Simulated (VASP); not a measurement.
Al2SbP:

```xyz
4
Lattice="4.1138 0.0000 0.0000 0.0000 4.1138 0.0000 0.0000 0.0000 5.8326" Properties=species:S:1:pos:R:3 pbc="T T T"
P     0.0000    0.0000    0.0000
Al    0.0000    2.0569    4.5354
Al    2.0569    0.0000    1.2972
Sb    2.0569    2.0569    2.9163
```

Base run:

* Program: VASP 6.6.1
* Functional: r2SCAN
* Potentials or basis: VASP PAW PBE potentials, release 64 (P, Al, Sb)
* Cutoff: 520 eV
* k mesh: 6 × 6 × 4
* Occupations: gaussian, width 0.01 eV
* Spin: no spin polarisation

Its results: band gap on the k mesh 0.96 eV, direct; pressure 0.0 GPa; largest force 0.051 eV/Å.

Problem. The run is repeated on the same cell with these changes: functional from r2SCAN to PBE. What comes out?

Solution. Band gap on the k mesh 0.64 eV, direct; pressure 1.4 GPa; largest force 0.102 eV/Å.

r2SCAN gives the wider gap, since meta-GGAs in the generalised Kohn-Sham scheme recover part of the derivative discontinuity.

Caveats: spin-orbit coupling is left out, which moves the levels of the heavy elements; the PAW data sets were made with another functional, which shifts forces and pressure a little (some runs).

A k mesh can miss the band edges.
